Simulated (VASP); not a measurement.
Ir, 2 atoms in the cell. Symmetry: P6_3/mmc, No. 194, hexagonal system. Conventional cell: a = 2.824 Å, b = 2.824 Å, c = 4.583 Å, α = 90.00°, β = 90.00°, γ = 120.00°. Ir (site symmetry -6m2) has 12 Ir at 2.81 to 2.82 Å within 3.7 Å.  This cell differs from its parent crystal: volume scaled by 1.12.

| Item | Value |
| --- | --- |
| Program | VASP 6.6.1 |
| Task | single point |
| Functional | PBEsol |
| Potentials or basis | VASP PAW PBE potentials, release 64 (Ir) |
| Cutoff | 520 eV |
| k mesh | 15 × 15 × 8 |
| Occupations | fermi-dirac, width 0.1 eV |
| Spin | no spin polarisation |
| Dipole correction | no |
| Further INCAR settings | ALGO = Normal; EDIFF = 1e-06; NBANDS = 16 |

Potentials or basis: VASP PAW PBE potentials, release 64 (Ir).

Launch:

```sh
$ cat potpaw_PBE.64/Ir/POTCAR > POTCAR
$ mpirun -np 1 vasp_std > vasp.out
```

Hardware: 1 thread of AMD EPYC 9R45 96-Core Processor (Zen 5) (shared host).

Problem. Estimate the wall time of this run.

Solution. It took 32 s on 1 thread of AMD EPYC 9R45 96-Core Processor (Zen 5), on a shared host, peak memory 0.17 GiB. Counts: scf iterations 11, k points 135.
